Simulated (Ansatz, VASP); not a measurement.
## ZrC: VASP beside Ansatz

```
Zr C
1.0
     3.33027    0.00000    0.00000
    -1.66514    2.88410    0.00000
     0.00000    0.00000    5.43593
Zr C
2 2
Cartesian
  0.0000 0.0000 0.0000
  0.0000 1.9227 2.7180
  1.6651 0.9614 1.3590
  1.6651 0.9614 4.0769
```

Alike in both runs: task relaxation of cell and atoms; functional PBE; k mesh 12 × 12 × 9; occupations gaussian, width 0.1 eV; no spin polarisation.

|  | VASP | Ansatz |
| --- | --- | --- |
| version | VASP 6.6.1 | Ansatz 0.2.0 |
| potentials or method | VASP PAW PBE potentials, release 64 (Zr_sv, C), cutoff 600 eV | scalar-relativistic, plane waves, PAW |
| valence electrons in the cell | 32 | 32 |

|  | VASP | Ansatz | Ansatz less VASP |
| --- | --- | --- | --- |
| gap on the k mesh at the Fermi level, each at its own relaxed structure (eV) | none | none | - |
| relaxed volume (Å³/atom) | 13.05 | 13.04 | -0.010 |

A gap of «none» marks a metal or a gap that the smearing closes.
